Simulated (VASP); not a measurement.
Crystal: La2O3.

```
La O
1.0
     4.58279    0.00000    0.00000
    -2.29139    3.96881    0.00000
     0.00000    0.00000    7.14915
La O
2 3
Direct
  0.33333 0.66667 0.24500
  0.66667 0.33333 0.75500
  0.00000 0.00000 0.00000
  0.33333 0.66667 0.64500
  0.66667 0.33333 0.35500
```

```yaml
Program: VASP 6.6.1
Task: relaxation of cell and atoms
Functional: PBE
Potentials_or_basis: VASP PAW PBE potentials, release 64 (La, O)
Cutoff: 600 eV
k_mesh: 6 × 6 × 4
Occupations: fermi-dirac, width 0.02 eV
Spin: no spin polarisation
```

At the start: pressure -22.0 GPa; volume 26.01 Å³/atom.

Task: Where does the relaxation end?

Result: Over 17 steps the energy falls by 978.8 meV/atom and the volume is 16.60 Å³/atom (-36.2 %); space group P-3m1 (No. 164, to 0.1 Å) before and after.

The path:
```
step  energy change (eV)  largest force (eV/Å)  pressure (GPa)  volume (Å³)
   1              0.0000                1.8442          -22.00       130.03
   2             -4.0152                2.5585           24.47        73.67
   3             -4.8412                0.6618           -1.35        85.23
   4             -4.8419                0.7613           -0.14        84.46
   5             -4.8869                0.1410            0.34        83.28
   6             -4.8891                0.0248            0.44        82.98
   7             -4.8891                0.0367            0.47        82.95
   8             -4.8919                0.0580           -0.56        83.49
   9             -4.8919                0.0575           -0.51        83.47
  10             -4.8934                0.0590           -0.01        83.11
  11             -4.8934                0.0511           -0.07        83.14
  12             -4.8936                0.0227            0.05        83.03
  13             -4.8936                0.0214            0.12        82.95
  14             -4.8937                0.0266           -0.04        83.06
  15             -4.8937                0.0184           -0.05        83.03
  16             -4.8938                0.0052           -0.02        83.02
  17             -4.8938                0.0022           -0.02        83.02
```

Final structure:
```yaml
crystal:
  lattice:
    - [3.93812, 0.00000, 0.00000]
    - [-1.96906, 3.41051, 0.00000]
    - [0.00000, 0.00000, 6.18125]
  atoms:
    - { symbol: La, position: [0.33333, 0.66667, 0.24733] }
    - { symbol: La, position: [0.66667, 0.33333, 0.75267] }
    - { symbol: O, position: [0.00000, 0.00000, 0.00000] }
    - { symbol: O, position: [0.33333, 0.66667, 0.64537] }
    - { symbol: O, position: [0.66667, 0.33333, 0.35463] }
```

Caveat: the volume moved by over 15 % at a fixed basis, so the end points are rough.
